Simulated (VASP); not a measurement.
LiMg, 2 atoms in the cell. It takes space group P-6m2 (No. 187, hexagonal). Conventional cell: a = 3.159 Å, b = 3.159 Å, c = 5.108 Å, α = 90.00°, β = 90.00°, γ = 120.00°. Within 4.1 Å of Li (site symmetry -6m2) lie 6 Mg at 3.14 Å and 6 Li at 3.16 Å. Mg (site symmetry -6m2) has 6 Li at 3.14 Å and 6 Mg at 3.16 Å within 4.1 Å. 

| Quantity | Value |
| --- | --- |
| Program | VASP 6.6.1 |
| Task | single point |
| Functional | r2SCAN |
| Potentials or basis | VASP PAW PBE potentials, release 64 (Li_sv, Mg) |
| Cutoff | 520 eV |
| k mesh | 11 × 11 × 6 |
| Occupations | fermi-dirac, width 0.05 eV |
| Spin | no spin polarisation |
| Dipole correction | no |
| Further INCAR settings | ALGO = Normal; EDIFF = 1e-07; NBANDS = 10 |

Potentials or basis: VASP PAW PBE potentials, release 64 (Li_sv, Mg).

Launch:

```bash
$ cat potpaw_PBE.64/Li_sv/POTCAR potpaw_PBE.64/Mg/POTCAR > POTCAR
$ cp INCAR.step1 INCAR
$ mpirun -np 1 vasp_std > vasp.out
$ cp INCAR.step2 INCAR
$ mpirun -np 1 vasp_std > vasp.out
```

Hardware: 1 thread of Intel(R) Xeon(R) 6975P-C (Granite Rapids), on a shared host.

Q: How long does it take, and how much memory?

A: Run time: 56 s on 1 thread of Intel(R) Xeon(R) 6975P-C (Granite Rapids), on a shared host, peak memory 0.17 GiB. Counts: k points 64.
